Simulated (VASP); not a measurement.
A run of VASP 6.6.1:

File INCAR:

```
PREC = Accurate
ENCUT = 520
EDIFF = 1E-6
ISMEAR = -1
SIGMA = 0.02
LREAL = False
LASPH = True
NELM = 100
ALGO = Normal
ISIF = 2
LWAVE = False
LCHARG = False
GGA = PE
NBANDS = 16
```

KPOINTS

```
regular mesh
0
Gamma
  12 12 6
```

POSCAR

```
C
1.0
    2.5031953697      0.0000000000      0.0000000000
   -1.2515976849      2.1678307808      0.0000000000
    0.0000000000      0.0000000000      3.9825208275
C
4
Direct
    0.3333333333      0.6666666667     -0.0002302957
    0.6666666667      0.3333333333      0.4997697043
    0.3333333333      0.6666666667      0.3752302957
    0.6666666667      0.3333333333      0.8752302957
```

Potentials or basis: VASP PAW PBE potentials, release 64 (C).

Command:

```console
$ cat potpaw_PBE.64/C/POTCAR > POTCAR
$ mpirun -np 1 vasp_std > vasp.out
```

Hardware: 1 thread of Intel(R) Xeon(R) 6975P-C (Granite Rapids) (shared host).

Problem. How long does it take, and how much memory?

Solution. Wall time 8.5 s on 1 thread of Intel(R) Xeon(R) 6975P-C (Granite Rapids) (shared host), peak memory 0.13 GiB. Counts: scf iterations 11, k points 76.
